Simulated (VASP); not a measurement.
Input of a VASP 6.6.1 run:

Contents of INCAR:

```
SYSTEM = GdH3S3
PREC = Accurate
ENCUT = 520
EDIFF = 1E-6
ISMEAR = 0
SIGMA = 0.01
LREAL = .FALSE.
LASPH = .TRUE.
NELM = 150
ALGO = Normal
ISIF = 2
LWAVE = .FALSE.
LCHARG = .FALSE.
ISPIN = 2
MAGMOM = 7 0 0 0 0 0 0
LORBIT = 11
LMAXMIX = 6
LDAU = .TRUE.
LDAUTYPE = 2
LDAUL = 3 -1 -1
LDAUU = 5 0 0
LDAUJ = 0 0 0
LDAUPRINT = 1
GGA = PE
NBANDS = 32
```

The input KPOINTS:

```
regular mesh
0
G
  1 1 1
  0 0 0
```

POSCAR

```
GdH3S3
1.0
   14.0900000000      0.0000000000      0.0000000000
    0.0000000000     14.3600000000      0.0000000000
    0.0000000000      0.0000000000      9.2400000000
Gd S H
1 3 3
Direct
    0.4778608900      0.5178321700      0.4870129900
    0.6601816900      0.4896713100      0.5091331200
    0.4115557100      0.6868384400      0.5091331200
    0.3618452800      0.3769867700      0.5091331200
    0.6802995000      0.5827137900      0.5129761900
    0.3193754400      0.6574115600      0.5129761900
    0.4339077400      0.3133704700      0.5129761900
```

Potentials or basis: VASP PAW PBE potentials, release 64 (Gd, S, H).

Launch:

```bash
$ cat potpaw_PBE.64/Gd/POTCAR potpaw_PBE.64/S/POTCAR potpaw_PBE.64/H/POTCAR > POTCAR
$ mpirun -np 1 vasp_gam > vasp.out
```

Estimate the site moments.

Gd +6.88; S -0.03; H +0.00 μB.

Estimate the gap between the frontier levels.

2.84 eV.

Forces in eV/Å, atoms in the order of the input:
```
Gd  -0.008 -0.011  0.028
S   -0.088  0.297  0.001
S   -0.210 -0.226  0.001
S    0.306 -0.061  0.001
H   -0.091 -0.282 -0.011
H    0.290  0.064 -0.010
H   -0.199  0.219 -0.011
```

Caveat: spin-orbit coupling is left out, which moves the levels of the heavy elements. The state reached can hang on the start; a lower one may exist.
